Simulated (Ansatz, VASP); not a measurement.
## BP: VASP beside Ansatz

INCAR

```
  ALGO = Normal
  EDIFF = 1E-6
  ENCUT = 500
  GGA = PE
  GGA_COMPAT = False
  ISIF = 2
  ISMEAR = 0
  IVDW = 12
  LASPH = True
  LCHARG = False
  LREAL = False
  LWAVE = False
  NBANDS = 11
  NELM = 120
  PREC = Accurate
  SIGMA = 0.1
```

KPOINTS

```
k-points
0
Gamma
  6 6 6
```

Contents of POSCAR:

```
BP
1.0
    0.0000000000      2.2660722700      2.2660722700
    2.2660722700      0.0000000000      2.2660722700
    2.2660722700      2.2660722700      0.0000000000
B P
1 1
Direct
    0.0000000000      0.0000000000      0.0000000000
    0.2500000000      0.2500000000      0.2500000000
```

Input for Ansatz:

```yaml
crystal:
  lattice:
    - [0.0, 2.26607227, 2.26607227]
    - [2.26607227, 0.0, 2.26607227]
    - [2.26607227, 2.26607227, 0.0]
  atoms:
    - { symbol: B, position: [0.0, 0.0, 0.0] }
    - { symbol: P, position: [0.25, 0.25, 0.25] }
basis:
  ecutwfc: 420
kpoints:
  mp_grid: { grid: [6, 6, 6] }
hamiltonian:
  xc: pbe
  dispersion: d3bj
scf:
  occupations: { method: gaussian, width: 0.1 }
  lower_state_search: "off"
output:
  forces: true
  stress: true
  eigenvalues: true
```

Alike in both runs: task single point; functional PBE; dispersion D3(BJ); k mesh 6 × 6 × 6; occupations gaussian, width 0.1 eV; no spin polarisation.

|  | VASP | Ansatz |
| --- | --- | --- |
| version | VASP 6.6.1 | Ansatz 0.2.0 |
| potentials or method | VASP PAW PBE potentials, release 64 (B, P), cutoff 500 eV | scalar-relativistic, plane waves, PAW |
| valence electrons in the cell | 8 | 8 |

|  | VASP | Ansatz | Ansatz less VASP |
| --- | --- | --- | --- |
| gap on the k mesh at the Fermi level (eV) | 1.32 | 1.33 | +0.004 |
| least direct gap on the mesh (eV) | 3.40 | 3.41 | +0.003 |
| pressure (GPa) | -2.8 | -2.6 | +0.23 |
